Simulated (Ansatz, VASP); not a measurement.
**C in VASP and in Ansatz**

INCAR

```
PREC     = Accurate       # precision mode
ENCUT    = 520            # plane-wave cutoff, eV
EDIFF    = 1E-6           # SCF threshold, eV
ISMEAR   = 0              # smearing method
SIGMA    = 0.04           # smearing width, eV
LREAL    = False          # projectors in reciprocal space
LASPH    = True           # aspherical terms in the spheres
NELM     = 120            # most SCF steps
ALGO     = Normal         # electronic algorithm
ISIF     = 2              # what is computed and relaxed
LWAVE    = False          # write WAVECAR
LCHARG   = False          # write CHGCAR
LDIPOL   = True         
IDIPOL   = 3            
DIPOL    = 0.5 0.5 0.619
GGA      = PS             # functional
IVDW     = 13             # dispersion correction
NBANDS   = 11             # bands
GGA_COMPAT= False        
NELMDL   = -8
```

KPOINTS

```
Automatic mesh
0
Gamma
  15 15 1
```

Contents of POSCAR:

```
C
1.0
    2.4568680548      0.0000000000      0.0000000000
   -1.2284340274      2.1277101492      0.0000000000
    0.0000000000      0.0000000000     20.8454577629
C
2
Direct
    0.3333333333      0.6666666667      0.6199350585
    1.0000000000      0.0000000000      0.6188543147
```

Input for Ansatz:

```yaml
crystal:
  lattice:
    - [2.4568680548, 0.0, 0.0]
    - [-1.2284340274, 2.1277101492, 0.0]
    - [0.0, 0.0, 20.8454577629]
  atoms:
    - { symbol: C, position: [0.3333333333, 0.6666666667, 0.6199350585] }
    - { symbol: C, position: [1.0, 0.0, 0.6188543147] }
basis:
  ecutwfc: 420
kpoints:
  mp_grid: { grid: [15, 15, 1] }
hamiltonian:
  xc: pbesol
  dispersion: d4
  pseudopotentials: { kind: paw, azcp: { folder: soft_1 } }
scf:
  occupations: { method: gaussian, width: 0.04 }
  n_extra_bands: 6
  max_iter: 160
output:
  forces: true
  eigenvalues: true
  write_density: true
  write_potential: true
  elf: true
  volumetric_format: npy
efield:
  axis: 3
  dipole_correction: true
```

Alike in both runs: task single point; functional PBEsol; dispersion D4; k mesh 15 × 15 × 1; occupations gaussian, width 0.04 eV; no spin polarisation.

```csv
,VASP,Ansatz
version,VASP 6.6.1,Ansatz 0.2.0
potentials or method,"VASP PAW PBE potentials, release 64 (C), cutoff 520 eV","scalar-relativistic, plane waves, PAW"
valence electrons in the cell,8,8
```

|  | VASP | Ansatz | Ansatz less VASP |
| --- | --- | --- | --- |
| gap on the k mesh at the Fermi level (eV) | none | none | - |
| rms of the force components (eV/Å) | 0.220 | 0.221 | +0.0012 |

VASP's potentials were made for PBE, not for PBEsol, and Ansatz warns of the same on its side. Atom by atom the forces differ by 0.001 eV/Å (rms over components). A gap of «none» marks a metal or a gap that the smearing closes. Ansatz's warnings: xc potential rough in thin density.
